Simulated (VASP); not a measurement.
# Si11O24 (a cell with a defect) in VASP: single point with PBE

Aim: the single point of Si11O24 (a cell with a defect) with PBE.

All numbers are computed with VASP 6.6.1; they aren't measurements. Logs are shortened: lines on timing, memory, paths and dates and some standing lists are left out, and cuts for length are marked.

## Step 1: The cell of the first run

The cell holds a defect, 35 atoms: a = 7.454 Å, b = 7.454 Å, c = 8.695 Å, α = 90.00°, β = 90.00°, γ = 95.32°.

## Step 2: Single point, PBE, collinear spin (atoms taken out, then relaxed in part)

INCAR

```
SYSTEM = Si11O24
PREC = Accurate
ENCUT = 520
EDIFF = 1E-6
ISMEAR = 0
SIGMA = 0.01
LREAL = Auto
LASPH = .True.
NELM = 200
ALGO = Normal
ISIF = 2
LWAVE = .False.
LCHARG = .True.
ISPIN = 2
MAGMOM = 0 0 0 0 0 0 0 0 0 0 0 0.5 0 0 0 0 0 0.5 0 0 0 0 0 0 0 0.5 0 0 0 0 0 0.5 0 0 0
LORBIT = 11
GGA = PE
LVHAR = .True.
NBANDS = 121
GGA_COMPAT = .False.
KPAR = 2
NCORE = 2
```

KPOINTS

```
Automatic mesh
0
Gamma
  2 2 2
  0.5 0.5 0.5
```

POSCAR

```
Si11O24
1.0
    2.5100214627      4.3474847016     -5.5094746217
    2.5100214627      4.3474847016      5.5094746217
    7.5300643882     -4.3474847015      0.0000000000
Si O
11 24
Direct
    0.0095301824      0.0095301824      0.5000000000
    0.2617405452      0.2617405452      0.0000000000
    0.5138013103      0.5138013103      0.5000000000
    0.0344673183      0.6979259513      0.2628804204
    0.2823448232      0.9527409887      0.7630018183
    0.5360486839      0.2054612721      0.2609530626
    0.7909117862      0.4543513119      0.7600708899
    0.9527409887      0.2823448232      0.2369981817
    0.2054612721      0.5360486839      0.7390469374
    0.4543513119      0.7909117862      0.2399291101
    0.6979259513      0.0344673183      0.7371195796
    0.7702468504      0.5757841693      0.9184563439
    0.0183085436      0.8117849231      0.4217145828
    0.2701810463      0.0640527352      0.9223205523
    0.5212893235      0.3182891196      0.4193263093
    0.2943665020      0.4195801130      0.8719679665
    0.5415483901      0.6760208360      0.3752851094
    0.7879488673      0.9064297700      0.8677265141
    0.0419999405      0.1646313205      0.3697092125
    0.9994342358      0.4545268306      0.7047255385
    0.2453848504      0.7106290817      0.2069441795
    0.4899596478      0.9634124288      0.7032057752
    0.7446397033      0.2084891691      0.2065802223
    0.0640527352      0.2701810463      0.0776794477
    0.3182891196      0.5212893235      0.5806736907
    0.5757841693      0.7702468504      0.0815436561
    0.8117849231      0.0183085436      0.5782854172
    0.9634124288      0.4899596478      0.2967942248
    0.2084891691      0.7446397033      0.7934197777
    0.4545268306      0.9994342358      0.2952744615
    0.7106290817      0.2453848504      0.7930558205
    0.9064297700      0.7879488673      0.1322734859
    0.1646313205      0.0419999405      0.6302907875
    0.4195801130      0.2943665020      0.1280320335
    0.6760208360      0.5415483901      0.6247148906
```

Potentials or basis: VASP PAW PBE potentials, release 64 (Si, O).

Started as:

```bash
$ cat potpaw_PBE.64/Si/POTCAR potpaw_PBE.64/O/POTCAR > POTCAR
$ mpirun -np 4 vasp_std > vasp.out
```

OUTCAR:

```text
SYSTEM = Si11O24
   PREC = Accurate
   ENCUT = 520
   EDIFF = 1E-6
   ISMEAR = 0
   LREAL = Auto
   LASPH = .True.
   NELM = 200
   ISIF = 2
   ISPIN = 2
   LORBIT = 11
   GGA = PE

 ion  position               nearest neighbor table
   1  0.010  0.010  0.500-  33 1.62  19 1.62  13 1.63  27 1.63   5 3.11   8 3.11   4 3.12  11 3.12

   2  0.262  0.262  0.000-  34 1.62  16 1.62  14 1.63  24 1.63   5 3.10   8 3.10   6 3.11   9 3.11

   3  0.514  0.514  0.500-  15 1.62  25 1.62  35 1.62  17 1.62   6 3.11   9 3.11   7 3.12  10 3.12
[... 23 lines left out ...]
  22  0.490  0.963  0.703-  11 1.62   5 1.63
  23  0.745  0.208  0.207-   8 1.62   6 1.62
  24  0.064  0.270  0.078-   8 1.62   2 1.63
  25  0.318  0.521  0.581-   9 1.62   3 1.62
  26  0.576  0.770  0.082-  10 1.66
  27  0.812  0.018  0.578-   1 1.63  11 1.63
  28  0.963  0.490  0.297-   4 1.62   8 1.63
  29  0.208  0.745  0.793-   5 1.62   9 1.62
  30  0.455  0.999  0.295-   6 1.63  10 1.63
  31  0.711  0.245  0.793-  11 1.64   7 1.64
  32  0.906  0.788  0.132-   4 1.66
  33  0.165  0.042  0.630-   1 1.62   5 1.63
  34  0.420  0.294  0.128-   2 1.62   6 1.62
  35  0.676  0.542  0.625-   3 1.62   7 1.63

  LATTYP: Found a base centered orthorhombic cell.
 ALAT       =    10.0400858510
 B/A-ratio  =     1.0974955202
 C/A-ratio  =     0.8660254038

  Lattice vectors:

 A1 = (   2.5100214627,   4.3474847016,  -5.5094746217)
 A2 = (   2.5100214627,   4.3474847016,   5.5094746217)
 A3 = (   7.5300643882,  -4.3474847015,   0.0000000000)

Analysis of symmetry for initial positions (statically):
=====================================================================
 Subroutine PRICEL returns:
 Original cell was already a primitive cell.

 Routine SETGRP: Setting up the symmetry group for a
 base centered orthorhombic supercell.

 Subroutine GETGRP returns: Found  2 space group operations
 (whereof  2 operations were pure point group operations)
 out of a pool of  8 trial point group operations.

The static configuration has the point symmetry C_2 .

Analysis of symmetry for dynamics (positions and initial velocities):
=====================================================================
 Subroutine PRICEL returns:
 Original cell was already a primitive cell.

 Routine SETGRP: Setting up the symmetry group for a
 base centered orthorhombic supercell.

 Subroutine GETGRP returns: Found  2 space group operations
 (whereof  2 operations were pure point group operations)
 out of a pool of  8 trial point group operations.

The dynamic configuration has the point symmetry C_2 .

Analysis of structural, dynamic, and magnetic symmetry:
=====================================================================
 Subroutine PRICEL returns:
 Original cell was already a primitive cell.

 Routine SETGRP: Setting up the symmetry group for a
 base centered orthorhombic supercell.

 Subroutine GETGRP returns: Found  2 space group operations
 (whereof  2 operations were pure point group operations)
 out of a pool of  8 trial point group operations.

The overall configuration has the point symmetry C_2 .

 Subroutine INISYM returns: Found  2 space group operations
 (whereof  2 operations are pure point group operations),
 and found     1 'primitive' translations

----------------------------------------------------------------------------------------

                                     Primitive cell

  volume of cell :     480.9674

  direct lattice vectors                    reciprocal lattice vectors
     2.510021463  4.347484702 -5.509474622     0.049800371  0.086256773 -0.090752755
     2.510021463  4.347484702  5.509474622     0.049800371  0.086256773  0.090752755
     7.530064388 -4.347484701  0.000000000     0.099600742 -0.057504515  0.000000000

  length of vectors
     7.453532155  7.453532155  8.694969403     0.134745576  0.134745576  0.115009030

  position of ions in fractional coordinates (direct lattice)
     0.009530182  0.009530182  0.500000000
[... 102 lines left out ...]
 -0.250000  0.250000  0.250000      2.000000
  0.250000 -0.250000  0.250000      2.000000
   k-points           NKPTS =      3   k-points in BZ     NKDIM =      3   number of bands    NBANDS=    121
   number of dos      NEDOS =    301   number of ions     NIONS =     35
   total plane-waves  NPLWV = 219520
   dimension x,y,z NGX =    56 NGY =   56 NGZ =   70
   dimension x,y,z NGXF=   112 NGYF=  112 NGZF=  140
   ions per type =              11  24
   NGX,Y,Z   is equivalent  to a cutoff of  12.49, 12.49, 13.38 a.u.
   NGXF,Y,Z  is equivalent  to a cutoff of  24.98, 24.98, 26.77 a.u.
 SYSTEM =  Si11O24
   PREC   = accura    normal or accurate (medium, high low for compatibility)
   ISTART =      0    job   : 0-new  1-cont  2-samecut
   ICHARG =      2    charge: 1-file 2-atom 10-const
   ISPIN  =      2    spin polarized calculation?
   LNONCOLLINEAR =      F non collinear calculations
   LSORBIT =      F    spin-orbit coupling
   LASPH  =      T    aspherical Exc in radial PAW
   ENCUT  =  520.0 eV  38.22 Ry    6.18 a.u.  13.86 13.86 16.17*2*pi/ulx,y,z
   NELM   =    200;   NELMIN=  2; NELMDL= -5     # of ELM steps
   EDIFF  = 0.1E-05   stopping-criterion for ELM
   LREAL  =      T    real-space projection
   EDIFFG = 0.1E-04   stopping-criterion for IOM
   NSW    =      0    number of steps for IOM
   IBRION =     -1    ionic relax: 0-MD 1-quasi-New 2-CG
   NFREE  =      0    steps in history (QN), initial steepest desc. (CG)
   ISIF   =      2    stress and relaxation
   ISYM   =      2    0-nonsym 1-usesym 2-fastsym
   POTIM  = 0.5000    time-step for ionic-motion
   TEBEG  =    0.0;   TEEND  =   0.0 temperature during run
   PSTRESS=    0.0 pullay stress
   NELECT =     188.0000    total number of electrons
   NUPDOWN=      -1.0000    fix difference up-down
   EMIN   =  10.00;   EMAX   =-10.00  energy-range for DOS
   EFERMI =   0.00;   METHOD = LEGACY
   ISMEAR =     0;   SIGMA  =   0.01  broadening in eV -4-tet -1-fermi 0-gaus
   EFERMI_NEDOS =   21; number of points for ismear=-14 and -15
   IALGO  =     38    algorithm
   IMIX   =      4    mixing-type and parameters
     AMIX     =   0.40;   BMIX     =  1.00
     AMIX_MAG =   1.60;   BMIX_MAG =  1.00
  volume/ion in A,a.u.               =      13.74        92.74
  Fermi-wavevector in a.u.,A,eV,Ry     =   1.196986  2.261975 19.494078  1.432774
  Thomas-Fermi vector in A             =   2.332912
   LORBIT       =     11    0 simple, 1 ext, 2 COOP (PROOUT), +10 PAW based schemes
   GGA     = PE    functional components
   LHFCALC =     F    Hartree Fock is set to
   AEXX    =    0.0000 exact exchange contribution
   IVDW    =     0    specifies the selected vdW correction
   LEPSILON=     F    determine dielectric tensor
   LRPA    =     F    only Hartree local field effects (RPA)
 spin polarized calculation
 Gauss-broadening in eV      SIGMA  =   0.01
  energy-cutoff  :      520.00
  volume of cell :      480.97
 maximum number of plane-waves:     12951
   NGX = 27   NGY = 27   NGZ = 33

 number of electron     187.9999993 magnetization       3.9996896

 Free energy of the ion-electron system (eV)
  ---------------------------------------------------
  ext. energy  EPLUGINS =         0.00000000
  ---------------------------------------------------
  free energy    TOTEN  =      -263.21104171 eV

  energy without entropy =     -263.21104171  energy(sigma->0) =     -263.21104171

 E-fermi :   0.7603     XC(G=0):  -8.7643

 val. band max:        0.6404020966   @ k =   0.2500   0.2500   0.2500
 cond. band min:       1.0994281211   @ k =   0.2500   0.2500   0.2500
 fundamental gap:      0.4590260245
 Fermi energy:         0.7602562698

 spin component 1

 k-point     1 :       0.2500    0.2500    0.2500
  band No.  band energies     occupation
      1     -18.9805      1.00000
      2     -18.7361      1.00000
      3     -18.6814      1.00000
      4     -18.5613      1.00000
      5     -18.4774      1.00000
      6     -18.2564      1.00000
[... 316 lines left out ...]
    105       9.3015      0.00000
    106       9.3741      0.00000
 Fermi energy:         0.7602562698

 spin component 2

 k-point     1 :       0.2500    0.2500    0.2500
  band No.  band energies     occupation
      1     -18.9456      1.00000
      2     -18.7088      1.00000
      3     -18.6416      1.00000
      4     -18.4930      1.00000
      5     -18.4058      1.00000
      6     -18.2121      1.00000
[... 316 lines left out ...]
    105       9.3407      0.00000
    106       9.4336      0.00000
 [bands above 106 left out]

------------------------ aborting loop because EDIFF is reached ----------------------------------------

  FORCE on cell =-STRESS in cart. coord.  units (eV):
  Direction    XX          YY          ZZ          XY          YZ          ZX
  --------------------------------------------------------------------------------------
  -------------------------------------------------------------------------------------
  Total        1.9658688      0.4453860      1.4344777     -1.3167767     -0.1749955      0.3030998
  in kB        6.5486148      1.4836502      4.7784682     -4.3863880     -0.5829372      1.0096725
  external PRESSURE =       4.2702444 kB  Pullay stress =       0.0000000 kB

 VOLUME and BASIS-vectors are now :
 -----------------------------------------------------------------------------
  energy-cutoff  :      520.00
  volume of cell :      480.97
      direct lattice vectors                 reciprocal lattice vectors
     2.510021463  4.347484702 -5.509474622     0.049800371  0.086256773 -0.090752755
     2.510021463  4.347484702  5.509474622     0.049800371  0.086256773  0.090752755
     7.530064388 -4.347484701  0.000000000     0.099600742 -0.057504515  0.000000000

 POSITION                                       TOTAL-FORCE (eV/Angst)
 -----------------------------------------------------------------------------------
      3.81287     -2.09088      0.00000         0.007464      0.012928      0.000000
      1.31395      2.27583      0.00000         0.005390      0.009336      0.000000
      6.34434      2.29374      0.00000        -0.002520     -0.004365      0.000000
      3.81783      2.04120      3.65531         0.026720     -0.048132     -0.047667
      8.84554      2.05238      3.69353        -0.003102     -0.009286     -0.005969
      3.82620      2.08921     -1.82136         0.006445     -0.018691     -0.002115
[... 27 lines left out ...]
      2.75611      2.54725     -0.68986        -0.003852     -0.008371     -0.001593
      7.76027      2.57743     -0.74087         0.008478      0.002331     -0.013456
 -----------------------------------------------------------------------------------
    total drift:                               -0.010566     -0.018300      0.000000

  FREE ENERGIE OF THE ION-ELECTRON SYSTEM (eV)
  ---------------------------------------------------
  free  energy   TOTEN  =      -263.2110417132 eV

  energy  without entropy=     -263.2110417132  energy(sigma->0) =     -263.21104171

 total charge

# of ion       s       p       d       tot
------------------------------------------
    1        0.637   0.980   0.000   1.617
    2        0.638   0.982   0.000   1.620
    3        0.638   0.984   0.000   1.623
    4        0.649   0.976   0.000   1.625
    5        0.638   0.982   0.000   1.619
    6        0.638   0.983   0.000   1.621
[... 27 lines left out ...]
   34        1.548   3.692   0.000   5.240
   35        1.549   3.683   0.000   5.232
--------------------------------------------------
tot         44.444  97.462   0.000 141.906

 magnetization (x)

# of ion       s       p       d       tot
------------------------------------------
    1       -0.000  -0.001   0.000  -0.001
    2       -0.000  -0.000   0.000  -0.000
    3        0.000   0.000   0.000   0.000
    4       -0.003  -0.004   0.000  -0.008
    5       -0.000  -0.000   0.000  -0.000
    6       -0.000  -0.000   0.000  -0.000
[... 27 lines left out ...]
   34        0.000   0.001   0.000   0.001
   35        0.001   0.025   0.000   0.025
--------------------------------------------------
tot          0.046   3.185   0.000   3.231
```

It took 2.5 min on 4 MPI ranks of Intel Xeon 6975P-C (Granite Rapids), shared host; peak memory 0.47 GiB.

Results:

* Free energy: -263.2110 eV
* Pressure: 0.4 GPa
* Largest force: 0.099 eV/Å
* Band gap on the k mesh: 0.46 eV
* Net moment: 4.00 μB per cell
* Site moments: Si -0.00, +0.00, -0.01 (each value once); O +0.72, +0.05, +0.00, +0.03, +0.74, +0.01, +0.02 (each value once) μB
* Valence electrons inside the program's atomic spheres: Si 1.62; O 4.86, 5.22, 5.24, 5.23, 5.21 (each value once)

Forces on the atoms (eV/Å):
```
Si   0.007  0.013  0.000
Si   0.005  0.009  0.000
Si  -0.003 -0.004  0.000
Si   0.027 -0.048 -0.048
Si  -0.003 -0.009 -0.006
Si   0.006 -0.019 -0.002
Si  -0.059  0.018 -0.009
Si  -0.006 -0.007  0.006
Si  -0.019 -0.004  0.002
Si   0.045 -0.043  0.009
Si  -0.055 -0.001  0.048
O    0.088 -0.021  0.029
O    0.009  0.000 -0.012
O    0.011  0.001  0.005
O    0.003  0.003  0.000
O   -0.005 -0.008  0.002
O   -0.002  0.009  0.013
O    0.054 -0.035 -0.075
O   -0.016 -0.003  0.016
O    0.016  0.007 -0.001
O    0.005  0.021  0.011
O   -0.017  0.003  0.009
O   -0.007  0.008  0.001
O   -0.004  0.010 -0.005
O    0.001  0.004  0.000
O   -0.062  0.066 -0.029
O   -0.005  0.007  0.012
O    0.011 -0.014 -0.009
O    0.010 -0.002 -0.001
O   -0.002  0.017  0.001
O    0.016  0.015 -0.011
O   -0.057  0.029  0.075
O    0.006 -0.016 -0.016
O   -0.004 -0.008 -0.002
O    0.008  0.002 -0.013
```

Stress tensor (GPa, compression positive):
```
 0.65 -0.44  0.10
-0.44  0.15 -0.06
 0.10 -0.06  0.48
```

Caveat: the cell differs from its parent crystal (atoms taken out, then relaxed in part); semilocal functionals underestimate gaps, and a narrow one can read as zero.
